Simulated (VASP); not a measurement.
# Ta2Ru: relaxation of cell and atoms with PBE

Crystal: Ta2Ru.

```
CELL_PARAMETERS angstrom
4.09646 0.00000 0.00000
0.00000 4.09646 0.00000
0.00000 0.00000 5.89732
ATOMIC_POSITIONS crystal
Ta 0.00000 0.50000 0.20300
Ta 0.00000 0.50000 0.70300
Ta 0.50000 0.00000 0.29700
Ta 0.50000 0.00000 0.79700
Ru 0.00000 0.00000 0.00000
Ru 0.50000 0.50000 0.50000
```

```
Program                : VASP 6.6.1
Task                   : relaxation of cell and atoms
Functional             : PBE
Potentials or basis    : VASP PAW PBE potentials, release 64 (Ta_pv, Ru_pv)
Cutoff                 : 600 eV
k mesh                 : 4 × 4 × 4
Occupations            : gaussian, width 0.1 eV
Spin                   : no spin polarisation
Dipole correction      : no
Further INCAR settings : ALGO = Normal; EDIFF = 1e-06; IBRION = 2; EDIFFG = -0.04; NSW = 90; ISIF = 3
```

| Item | Value |
| --- | --- |
| Relaxed volume | 19.49 Å³/atom |
| Relaxed cell | a = 4.339 Å, b = 4.339 Å, c = 6.210 Å, α = 90.00°, β = 90.00°, γ = 90.00° |
| Space group after relaxing (to 0.1 Å) | Fm-3m (No. 225) |
| Pressure after relaxing | 0.0 GPa |
| Largest force after relaxing | 0.027 eV/Å |
| Band gap on the k mesh | zero (bands 36 and 37 overlap by 1.35 eV) |

Forces on the atoms (eV/Å):
```
Ta   0.000  0.000 -0.027
Ta   0.000  0.000 -0.027
Ta   0.000  0.000  0.027
Ta   0.000  0.000  0.027
Ru   0.000  0.000  0.000
Ru   0.000  0.000  0.000
```

Stress tensor (GPa, compression positive):
```
 0.12  0.00  0.00
 0.00  0.12  0.00
 0.00  0.00 -0.13
```

Final structure:
```
Ta Ru
1.0
     4.33911    0.00000    0.00000
     0.00000    4.33911    0.00000
     0.00000    0.00000    6.21048
Ta Ru
4 2
Cartesian
  0.0000 2.1696 1.5569
  4.3391 2.1696 4.6621
  2.1696 0.0000 1.5484
  2.1696 0.0000 4.6536
  0.0000 0.0000 0.0000
  2.1696 2.1696 3.1052
```

Levels at points of the mesh, in eV from the Fermi level:
| k point | band 33 | band 34 | band 35 | band 36 | band 37 | band 38 | band 39 | band 40 |
| --- | --- | --- | --- | --- | --- | --- | --- | --- |
| (0.00, 0.00, 0.00) | -2.15 | -2.01 | -1.84 | 0.99 | 0.99 | 1.28 | 1.38 | 1.52 |
| (0.50, 0.00, 0.00) | -1.33 | -1.33 | -0.85 | -0.85 | 0.35 | 0.35 | 0.75 | 0.75 |
| (0.50, 0.50, 0.00) | -1.78 | -1.78 | 0.80 | 0.80 | 0.94 | 0.94 | 1.48 | 1.48 |
| (0.00, 0.00, 0.50) | -0.52 | -0.52 | -0.51 | -0.51 | 0.24 | 0.24 | 1.78 | 1.78 |
| (0.50, 0.00, 0.50) | -0.78 | -0.78 | -0.73 | -0.73 | 0.71 | 0.71 | 0.80 | 0.80 |
| (0.50, 0.50, 0.50) | -1.48 | -1.48 | -0.37 | -0.37 | -0.37 | -0.37 | 0.76 | 0.76 |

Run time: 18 min on 1 thread of Intel(R) Xeon(R) Platinum 8124M CPU @ 3.00GHz (Skylake/Cascade Lake) (shared host), peak memory 0.3 GiB.

Caveat: the k points lie up to 0.36 Å⁻¹ apart in the final cell, too coarse for converged energies and pressures of a metal; the volume moved by over 15 % at a fixed basis, so the end points are rough; spin-orbit coupling is left out, which moves the levels of the heavy elements.
